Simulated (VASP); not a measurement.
**Ag: single point with PBE**

Ag:

```
Ag
1.0
     0.00000    1.98181    1.98181
     1.98181    0.00000    1.98181
     1.98181    1.98181    0.00000
Ag
1
Direct
  0.00000 0.00000 0.00000
```

This cell differs from its parent crystal: strain -0.030 along x and y, -0.030 along z.

```
Program                : VASP 6.6.1
Task                   : single point
Functional             : PBE
Potentials or basis    : VASP PAW PBE potentials, release 64 (Ag)
Cutoff                 : 520 eV
k mesh                 : 10 × 10 × 10
Occupations            : gaussian, width 0.15 eV
Spin                   : no spin polarisation
Dipole correction      : no
Further INCAR settings : ALGO = Fast; EDIFF = 1e-06; NBANDS = 12
```

```
Pressure : 18.4 GPa
```

Levels at points of the mesh, in eV from the Fermi level:
```
           k point  band 2  band 3  band 4  band 5  band 6  band 7  band 8  band 9  band 10  band 11
(0.00, 0.00, 0.00)   -5.11   -5.11   -5.11   -3.90   -3.90   16.24   20.36   20.36    20.36    25.41
(0.50, 0.00, 0.00)   -5.14   -5.14   -2.97   -2.97   -0.61    4.19   15.48   18.86    18.86    24.26
(0.50, 0.50, 0.00)   -6.86   -3.00   -2.72   -2.72    1.57    7.54   11.18   11.18    18.37    18.53
```

Wall time 14 s on 1 thread of Intel Xeon 8259CL, with other jobs on the host, peak memory 0.14 GiB.

Caveat: the cell differs from its parent crystal (strain -0.030 along x and y, -0.030 along z).
